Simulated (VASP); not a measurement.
# Sb in VASP: notebook, part 2 of 2

VASP 6.6.1.

## (4) Relaxation of cell and atoms, PBE

Contents of INCAR:

```
PREC = Accurate
ENCUT = 600
EDIFF = 1E-7
ISMEAR = 0
SIGMA = 0.1
LREAL = F
LASPH = T
NELM = 80
ALGO = Normal
ISIF = 3
LWAVE = F
LCHARG = F
GGA = PE
IBRION = 2
NSW = 90
EDIFFG = -0.04
```

Contents of KPOINTS:

```
regular mesh
0
Gamma
  6 4 2
```

Contents of POSCAR:

```
Sb
1.0
    2.9996400100      0.0000000000      0.0000000000
    0.0000000000      5.8181823500      0.0000000000
    0.0000000000      0.0000000000      7.9829270400
Sb
5
Direct
    0.5000000000      0.7538350100      0.3161120000
    0.5000000000      0.2461649900      0.3161120000
    0.5000000000      0.7538350100      0.6838880000
    0.5000000000      0.2461649900      0.6838880000
    0.5000000000      0.5000000000      0.0000000000
```

Command:

```sh
$ cat potpaw_PBE.64/Sb/POTCAR > POTCAR
$ mpirun -np 1 vasp_std > vasp.out
```

Wall time 3.5 min (1 thread of Intel Xeon 6975P-C (Granite Rapids), shared host); peak memory 0.29 GiB.

It converged, with:

- Free energy: -20.2485 eV
- Relaxed volume: 33.65 Å³/atom
- Relaxed cell: a = 3.088 Å, b = 6.386 Å, c = 8.530 Å, α = 90.00°, β = 90.00°, γ = 90.00°
- Space group after relaxing (to 0.05 Å): Pmmm (No. 47)
- Energy gained by relaxing: 219.5 meV/atom
- Ionic steps: 14
- Pressure after relaxing: 0.0 GPa
- Largest force after relaxing: 0.023 eV/Å

Forces on the atoms (eV/Å):
```
Sb   0.000 -0.021  0.010
Sb   0.000  0.021  0.010
Sb   0.000 -0.021 -0.010
Sb   0.000  0.021 -0.010
Sb   0.000  0.000  0.000
```

Stress tensor (GPa, compression positive):
```
 0.16  0.00  0.00
 0.00  0.04  0.00
 0.00  0.00 -0.14
```

Step by step:
| step | energy change (eV) | largest force (eV/Å) | pressure (GPa) | volume (Å³) |
| --- | --- | --- | --- | --- |
| 1 | 0.0000 | 0.0947 | 12.70 | 139.32 |
| 2 | -0.7328 | 0.2283 | -4.50 | 188.64 |
| 3 | -1.0315 | 0.2128 | -0.33 | 168.45 |
| 4 | -1.0314 | 0.2131 | -0.50 | 169.07 |
| 5 | -1.0714 | 0.1971 | -0.24 | 168.79 |
| 6 | -1.0776 | 0.2067 | -0.35 | 168.88 |
| 7 | -1.0866 | 0.1160 | 0.17 | 167.27 |
| 8 | -1.0866 | 0.1165 | 0.17 | 167.28 |
| 9 | -1.0904 | 0.0836 | 0.06 | 167.65 |
| 10 | -1.0925 | 0.0529 | -0.09 | 168.20 |
| 11 | -1.0950 | 0.0511 | -0.08 | 168.25 |
| 12 | -1.0969 | 0.0413 | -0.04 | 168.34 |
| 13 | -1.0969 | 0.0429 | -0.05 | 168.34 |
| 14 | -1.0975 | 0.0233 | 0.02 | 168.24 |

Final structure:
```
Sb
1.0
     3.08829    0.00000    0.00000
     0.00000    6.38623    0.00000
     0.00000    0.00000    8.53022
Sb
5
Direct
  0.50000 0.74623 0.31950
  0.50000 0.25377 0.31950
  0.50000 0.74623 0.68050
  0.50000 0.25377 0.68050
  0.50000 0.50000 0.00000
```

Levels at points of the mesh, in eV from the Fermi level:
```csv
k point,band 9,band 10,band 11,band 12,band 13,band 14,band 15,band 16
"(0.00, 0.00, 0.00)",-3.23,-2.00,0.61,1.36,2.51,3.04,3.10,3.66
"(0.50, 0.00, 0.00)",-3.23,-2.71,-2.42,-2.21,-1.56,-0.93,0.14,2.81
"(0.00, 0.50, 0.00)",-1.80,-1.72,-0.56,-0.49,0.10,0.55,4.08,4.54
"(0.50, 0.50, 0.00)",-3.15,-3.13,-2.14,-0.44,-0.19,0.42,0.44,1.59
"(0.00, 0.00, 0.50)",-2.27,-2.21,0.36,0.46,3.06,3.68,3.98,4.23
"(0.50, 0.00, 0.50)",-3.20,-2.84,-2.31,-2.27,-1.67,-0.21,0.08,2.37
"(0.00, 0.50, 0.50)",-1.85,-1.58,-0.79,-0.37,1.54,1.55,2.76,4.47
"(0.50, 0.50, 0.50)",-3.18,-2.71,-2.39,-1.09,-0.57,0.44,0.67,1.42
```

Caveat: the k points lie up to 0.37 Å⁻¹ apart in the final cell; the volume moved by over 15 % at a fixed basis, so the end points are rough; spin-orbit coupling is left out, which moves the levels of the heavy elements.

## (5) Single point, PBE

This run uses another cell than the first one, of 33.04 Å³/atom, 1.186 times its volume.

Contents of INCAR:

```
SYSTEM = Sb
PREC     = Accurate       ! precision mode
ENCUT    = 520            ! plane-wave cutoff, eV
EDIFF    = 1E-7           ! SCF threshold, eV
ISMEAR   = 0              ! smearing method
SIGMA    = 0.1            ! smearing width, eV
LREAL    = .FALSE.        ! projectors in reciprocal space
LASPH    = .TRUE.         ! aspherical terms in the spheres
NELM     = 60             ! most SCF steps
ALGO     = Normal         ! electronic algorithm
ISIF     = 2              ! what is computed and relaxed
LWAVE    = .FALSE.        ! write WAVECAR
LCHARG   = .TRUE.         ! write CHGCAR
GGA      = PE             ! functional
LELF     = .TRUE.         ! ELF
LVHAR    = .TRUE.       
NBANDS   = 20             ! bands
```

Contents of KPOINTS:

```
regular mesh
0
G
  12 6 6
  0 0 0
```

Contents of POSCAR:

```
Sb
1.0
    3.0841501426      0.0000000000      0.0000000000
    0.0000000000      6.2610259558      0.0000000000
    0.0000000000      0.0000000000      8.5549129779
Sb
5
Direct
    0.5000000000      0.7513602611      0.3183116544
    0.5000000000      0.2486397389      0.3183116544
    0.5000000000      0.7513602611      0.6816883456
    0.5000000000      0.2486397389      0.6816883456
    0.5000000000      0.5000000000      0.0000000000
```

Potentials or basis: VASP PAW PBE potentials, release 64 (Sb).

Command:

```sh
$ cat potpaw_PBE.64/Sb/POTCAR > POTCAR
$ mpirun -np 1 vasp_std > vasp.out
```

OUTCAR:

```text
SYSTEM = Sb
   PREC = Accurate
   ENCUT = 520
   EDIFF = 1E-7
   ISMEAR = 0
   LREAL = .FALSE.
   LASPH = .TRUE.
   NELM = 60
   ISIF = 2
   GGA = PE

 ion  position               nearest neighbor table
   1  0.500  0.751  0.318-   3 3.11   2 3.11   5 3.15   2 3.15
   2  0.500  0.249  0.318-   4 3.11   1 3.11   5 3.15   1 3.15
   3  0.500  0.751  0.682-   1 3.11   4 3.11   5 3.15   4 3.15
   4  0.500  0.249  0.682-   2 3.11   3 3.11   5 3.15   3 3.15
   5  0.500  0.500  0.000-   1 3.15   2 3.15   3 3.15   4 3.15

  LATTYP: Found a simple orthorhombic cell.
 ALAT       =     3.0841501426
 B/A-ratio  =     2.0300652259
 C/A-ratio  =     2.7738315524

  Lattice vectors:

 A1 = (   3.0841501426,   0.0000000000,   0.0000000000)
 A2 = (   0.0000000000,   6.2610259558,   0.0000000000)
 A3 = (   0.0000000000,   0.0000000000,   8.5549129779)

Analysis of symmetry for initial positions (statically):
=====================================================================
 Subroutine PRICEL returns:
 Original cell was already a primitive cell.

 Routine SETGRP: Setting up the symmetry group for a
[... 178 lines left out ...]
 cond. band min:       6.0017464354   @ k =   0.3333   0.0000   0.5000
 fundamental gap:      0.0136887862
 Fermi energy:         5.9991121175

 k-point     1 :       0.0000    0.0000    0.0000
  band No.  band energies     occupation
      1      -6.2134      2.00000
      2      -4.8146      2.00000
      3      -3.9721      2.00000
      4      -3.5749      2.00000
      5      -2.2710      2.00000
      6       0.9621      2.00000
[... 541 lines left out ...]
     19       8.7891      0.00000
     20      10.9603      0.00000

 [... further k-points ...]

------------------------ aborting loop because EDIFF is reached ----------------------------------------

  FORCE on cell =-STRESS in cart. coord.  units (eV):
  Direction    XX          YY          ZZ          XY          YZ          ZX
  --------------------------------------------------------------------------------------
  -------------------------------------------------------------------------------------
  Total       -0.0038345     -0.0338926     -0.0477854     -0.0000000      0.0000000      0.0000000
  in kB       -0.0371902     -0.3287148     -0.4634567     -0.0000000      0.0000000      0.0000000
  external PRESSURE =      -0.2764539 kB  Pullay stress =       0.0000000 kB

 VOLUME and BASIS-vectors are now :
 -----------------------------------------------------------------------------
  energy-cutoff  :      520.00
  volume of cell :      165.19
      direct lattice vectors                 reciprocal lattice vectors
     3.084150143  0.000000000  0.000000000     0.324238430  0.000000000  0.000000000
     0.000000000  6.261025956  0.000000000     0.000000000  0.159718233  0.000000000
     0.000000000  0.000000000  8.554912978     0.000000000  0.000000000  0.116891896

 POSITION                                       TOTAL-FORCE (eV/Angst)
 -----------------------------------------------------------------------------------
      1.54208      4.70429      2.72313         0.000000     -0.000907     -0.001670
      1.54208      1.55674      2.72313         0.000000      0.000907     -0.001670
      1.54208      4.70429      5.83178         0.000000     -0.000907      0.001670
      1.54208      1.55674      5.83178         0.000000      0.000907      0.001670
      1.54208      3.13051      0.00000         0.000000      0.000000      0.000000
 -----------------------------------------------------------------------------------
    total drift:                               -0.000000     -0.000000      0.000000

  FREE ENERGIE OF THE ION-ELECTRON SYSTEM (eV)
  ---------------------------------------------------
  free  energy   TOTEN  =       -20.0792373053 eV

  energy  without entropy=      -20.0673432134  energy(sigma->0) =      -20.07329026
```

stdout:

```text
POSCAR found type information on POSCAR Sb
 POSCAR found :  1 types and       5 ions
 scaLAPACK will be used
 LDA part: xc-table for (Slater+PW92), standard interpolation
 POSCAR, INCAR and KPOINTS ok, starting setup
 FFT: planning ... GRIDC
 FFT: planning ... GRID_SOFT
 FFT: planning ... GRID
 WAVECAR not read
 entering main loop
```

Run time: 1.7 min. Hardware: 1 thread of Intel Xeon 6975P-C (Granite Rapids), shared host; peak memory 0.43 GiB.

What came out:

| Quantity | Value |
| --- | --- |
| Free energy | -20.0792 eV |
| Pressure | 0.0 GPa |

Levels at points of the mesh, in eV from the Fermi level:
```csv
k point,band 9,band 10,band 11,band 12,band 13,band 14,band 15,band 16
"(0.00, 0.00, 0.00)",-3.35,-2.11,0.68,1.33,2.48,2.84,3.46,3.58
"(0.50, 0.00, 0.00)",-3.20,-2.92,-2.70,-2.24,-1.48,-1.03,0.04,2.66
"(0.00, 0.50, 0.00)",-1.83,-1.58,-0.74,-0.36,0.05,0.35,4.13,4.55
"(0.50, 0.50, 0.00)",-3.35,-3.13,-2.19,-0.41,-0.13,0.31,0.68,1.39
"(0.00, 0.00, 0.50)",-2.21,-2.16,0.15,0.37,3.43,3.72,3.88,4.18
"(0.50, 0.00, 0.50)",-3.18,-2.94,-2.45,-2.29,-1.93,-0.14,0.13,2.29
"(0.00, 0.50, 0.50)",-1.68,-1.65,-0.61,-0.51,1.51,1.61,2.59,4.51
"(0.50, 0.50, 0.50)",-3.40,-2.65,-2.41,-1.21,-0.65,0.54,0.69,1.64
```

Caveat: spin-orbit coupling is left out, which moves the levels of the heavy elements.

## (6) Single point, PBE

This run uses another cell than the first one: it holds 10 atoms, not 5.

Contents of INCAR:

```
SYSTEM = Sb
  PREC = Accurate
  ENCUT = 520
  EDIFF = 1E-6
  ISMEAR = 0
  SIGMA = 0.2
  LREAL = .FALSE.
  LASPH = .TRUE.
  NELM = 60
  ALGO = Normal
  ISIF = 2
  LWAVE = .FALSE.
  LCHARG = .FALSE.
  GGA = PE
  NBANDS = 36
```

Contents of KPOINTS:

```
regular mesh
0
G
  8 4 2
  0 0 0
```

Contents of POSCAR:

```
Sb
1.0
    3.0841501426      0.0000000000      0.0000000000
    0.0000000000      6.2610259558      0.0000000000
    0.0000000000      0.0000000000     17.1098259558
Sb
10
Direct
    0.5000000000      0.7513602611      0.1591558272
    0.5000000000      0.7513602611      0.6591558272
    0.5000000000      0.2486397389      0.1591558272
    0.5000000000      0.2486397389      0.6591558272
    0.5000000000      0.7513602611      0.3408441728
    0.5000000000      0.7513602611      0.8408441728
    0.5000000000      0.2486397389      0.3408441728
    0.5000000000      0.2486397389      0.8408441728
    0.5000000000      0.5000000000      0.0000000000
    0.5000000000      0.5000000000      0.5000000000
```

Potentials or basis: VASP PAW PBE potentials, release 64 (Sb).

Command:

```sh
$ cat potpaw_PBE.64/Sb/POTCAR > POTCAR
$ mpirun -np 1 vasp_std > vasp.out
```

Wall time 2.3 min (1 thread of Intel Xeon 6975P-C (Granite Rapids), shared host); peak memory 0.53 GiB.

The run converged. Its results:

* Free energy: -40.2899 eV
* Pressure: -0.3 GPa
* Largest force: 0.028 eV/Å
* Band gap on the k mesh: zero (band 25 reaches 8.75 eV, above the bottom of band 26 at 4.40 eV)

Forces in eV/Å, atoms in the order of the input:
```
Sb   0.000 -0.024 -0.014
Sb   0.000 -0.024 -0.014
Sb   0.000  0.024 -0.014
Sb   0.000  0.024 -0.014
Sb   0.000 -0.024  0.014
Sb   0.000 -0.024  0.014
Sb   0.000  0.024  0.014
Sb   0.000  0.024  0.014
Sb   0.000  0.000  0.000
Sb   0.000  0.000  0.000
```

Stress tensor (GPa, compression positive):
```
 0.24  0.00  0.00
 0.00 -0.23  0.00
 0.00  0.00 -0.80
```

Levels at points of the mesh, in eV from the Fermi level:
```tsv
k point	band 21	band 22	band 23	band 24	band 25	band 26	band 27	band 28
(0.00, 0.00, 0.00)	0.15	0.37	0.67	1.33	2.48	2.83	3.43	3.47
(0.50, 0.00, 0.00)	-2.69	-2.45	-2.29	-2.24	-1.92	-1.49	-1.03	-0.14
(0.00, 0.50, 0.00)	-0.74	-0.61	-0.51	-0.36	0.04	0.35	1.51	1.60
(0.50, 0.50, 0.00)	-2.42	-2.20	-1.21	-0.66	-0.41	-0.13	0.31	0.55
(0.00, 0.00, 0.50)	-0.76	-0.76	1.84	1.84	2.75	2.75	3.02	3.02
(0.50, 0.00, 0.50)	-2.57	-2.57	-2.27	-2.27	-1.60	-1.60	-1.08	-1.08
(0.00, 0.50, 0.50)	-0.79	-0.79	-0.42	-0.42	-0.19	-0.19	1.72	1.72
(0.50, 0.50, 0.50)	-1.88	-1.88	-1.87	-1.87	0.14	0.14	0.66	0.66
```

Caveat: spin-orbit coupling is left out, which moves the levels of the heavy elements.

## (7) Single point, PBE

This run uses another cell than the first one: it holds 10 atoms, not 5.

Contents of INCAR:

```
SYSTEM = Sb
  PREC = Accurate
  ENCUT = 520
  EDIFF = 1E-6
  ISMEAR = 0
  SIGMA = 0.2
  LREAL = .False.
  LASPH = .True.
  NELM = 100
  ALGO = Normal
  ISIF = 2
  LWAVE = .False.
  LCHARG = .False.
  GGA = PE
  NBANDS = 36
```

Contents of KPOINTS:

```
Automatic mesh
0
Gamma
  8 4 2
  0 0 0
```

Contents of POSCAR:

```
Sb
1.0
    3.0973839168     -0.0052932319      0.0003856130
   -0.0104278949      6.2934334974      0.0032961404
    0.0048394595      0.0129714510     16.8463530213
Sb
10
Direct
    0.5007615028      0.7564881683      0.1579739204
    0.4987668364      0.7551743537      0.6585869187
    0.5034405232      0.2433209566      0.1588609917
    0.4974667835      0.2430430995      0.6584242096
    0.4994545103      0.7559495604      0.3411789574
    0.4994005818      0.7572787240      0.8418425697
    0.4998155634      0.2444253265      0.3417432826
    0.5017849031      0.2430823082      0.8414816118
    0.4972459596      0.4993551874     -0.0001641888
    0.5018628359      0.5018823155      0.5000717269
```

Command:

```sh
$ cat potpaw_PBE.64/Sb/POTCAR > POTCAR
$ mpirun -np 1 vasp_std > vasp.out
```

Wall time 3.4 min (1 thread of Intel Xeon 6975P-C (Granite Rapids), shared host); peak memory 0.54 GiB.

It converged, with:

| Item | Value |
| --- | --- |
| Free energy | -40.3023 eV |
| Pressure | 0.0 GPa |
| Largest force | 0.022 eV/Å |
| Band gap on the k mesh | zero (band 25 reaches 8.93 eV, above the bottom of band 26 at 4.37 eV) |

Forces in eV/Å, atoms in the order of the input:
```
Sb  -0.001  0.009  0.007
Sb  -0.001  0.019  0.010
Sb  -0.005 -0.007 -0.002
Sb   0.006 -0.008  0.004
Sb   0.000  0.017 -0.005
Sb  -0.001  0.002 -0.003
Sb   0.003 -0.017 -0.007
Sb  -0.004 -0.008 -0.008
Sb   0.006  0.002  0.006
Sb  -0.004 -0.008 -0.001
```

Stress tensor (GPa, compression positive):
```
-0.02  0.01  0.00
 0.01  0.01  0.00
 0.00  0.00 -0.08
```

Levels at points of the mesh, in eV from the Fermi level:
```tsv
k point	band 20	band 21	band 22	band 23	band 24	band 25	band 26	band 27	band 28	band 29
(0.00, 0.00, 0.00)	-1.90	0.19	0.41	0.79	1.41	2.52	2.89	3.32	3.36	3.45
(0.50, 0.00, 0.00)	-2.88	-2.78	-2.45	-2.27	-2.21	-1.83	-1.64	-1.02	-0.22	0.07
(0.00, 0.50, 0.00)	-1.44	-0.91	-0.65	-0.46	-0.14	0.12	0.37	1.75	1.80	2.67
(0.50, 0.50, 0.00)	-2.65	-2.38	-2.26	-1.34	-0.82	-0.35	-0.02	0.04	0.27	0.77
(0.00, 0.00, 0.50)	-1.12	-0.72	-0.71	1.87	1.88	2.86	2.86	3.13	3.14	3.46
(0.50, 0.00, 0.50)	-3.11	-2.60	-2.58	-2.24	-2.24	-1.52	-1.50	-1.21	-1.21	1.14
(0.00, 0.50, 0.50)	-1.60	-0.64	-0.62	-0.54	-0.53	0.02	0.04	1.79	1.80	3.70
(0.50, 0.50, 0.50)	-2.54	-2.05	-2.04	-1.84	-1.83	-0.08	-0.06	0.51	0.54	0.73
```

Caveat: spin-orbit coupling is left out, which moves the levels of the heavy elements.

## (8) The runs side by side

```tsv
task	cell	k mesh	cutoff (eV)	smearing	gap on the mesh (eV)	pressure (GPa)	largest force (eV/Å)
single point	a = 3.000, b = 5.818, c = 7.983 Å, 5 atoms	6 × 4 × 2	520	gaussian 0.1 eV	none	12.7	0.09
single point	a = 3.091, b = 6.393, c = 8.521 Å, 5 atoms	6 × 4 × 2	520	gaussian 0.1 eV	none	0.0	0.01
relaxation of cell and atoms	relaxed from a = 3.000, b = 5.818, c = 7.983 Å, 5 atoms	6 × 4 × 2	600	gaussian 0.1 eV	none	0.0	0.02
single point	a = 3.084, b = 6.261, c = 8.555 Å, 5 atoms	12 × 6 × 6	520	gaussian 0.1 eV	none	0.0	-
single point	a = 3.084, b = 6.261, c = 17.110 Å, 10 atoms	8 × 4 × 2	520	gaussian 0.2 eV	none	-0.3	0.03
single point	a = 3.097, b = 6.293, c = 16.846 Å, angles 89.9, 90.0, 90.2°, 10 atoms	8 × 4 × 2	520	gaussian 0.2 eV	none	0.0	0.02
```

Alike in all rows: level PBE; potentials or basis VASP PAW PBE potentials, release 64 (Sb); no spin polarisation.

Caveats: some runs use coarse meshes; spin-orbit coupling is left out, which moves the levels of the heavy elements; the volume moved by over 15 % at a fixed basis, so the end points are rough (some runs).

Total energies depend on the potentials used, so only differences within one code and one set of settings carry meaning.
